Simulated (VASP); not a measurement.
AgCl: electric field gradients with PBE

AgCl:

```
CELL_PARAMETERS angstrom
0.05546 2.80088 2.80088
2.80088 0.05546 2.80088
2.80088 2.80088 0.05546
ATOMIC_POSITIONS crystal
Ag 0.50000 0.50000 0.50000
Cl 0.00000 0.00000 0.00000
```

This cell differs from its parent crystal: equal xy, yz and zx shear strains of +2 %.

| Quantity | Value |
| --- | --- |
| Program | VASP 6.6.1 |
| Task | electric field gradients |
| Functional | PBE |
| Potentials or basis | VASP PAW PBE potentials, release 64 (Ag, Cl) |
| Cutoff | 520 eV |
| k mesh | 8 × 8 × 8 |
| Occupations | fermi-dirac, width 0.02 eV |
| Spin | no spin polarisation |
| Dipole correction | no |
| Further INCAR settings | ALGO = Normal; EDIFF = 1e-08; NBANDS = 16 |

- Pressure: 1.5 GPa
- Band gap on the k mesh: 0.88 eV, indirect (least direct gap 3.16 eV)

Stress tensor (GPa, compression positive):
```
 1.47 -0.11 -0.11
-0.11  1.47 -0.11
-0.11 -0.11  1.47
```

Levels at points of the mesh, in eV from the valence-band top:
```csv
k point,band 6,band 7,band 8,band 9,band 10,band 11,band 12,band 13
"(0.00, 0.00, 0.00)",-2.42,-2.42,-2.30,-2.30,0.88,10.60,10.95,10.95
"(0.50, 0.00, 0.00)",-2.08,-1.77,-0.04,0.00,4.18,6.55,7.48,7.70
"(0.50, 0.50, 0.00)",-2.24,-1.98,-1.98,-1.90,2.36,8.00,8.59,11.41
"(0.50, 0.50, 0.50)",-2.12,-1.83,-0.05,-0.05,4.32,6.37,7.85,7.85
```

Electric field gradients, principal values (V/Å²):
| atom | least | middle | greatest (by size) |
| --- | --- | --- | --- |
| 1 Ag | 2.166 | 2.166 | -4.332 |
| 2 Cl | -4.453 | -4.453 | 8.906 |

Wall time 44 s on 1 thread of Intel(R) Xeon(R) Platinum 8488C (Sapphire Rapids) (shared host), peak memory 0.19 GiB.

Caveat: the cell differs from its parent crystal (equal xy, yz and zx shear strains of +2 %); without QUAD_EFG the Cq values of the log hold for a quadrupole moment of 1 mb, not for the nuclei. A k mesh can miss the band edges.
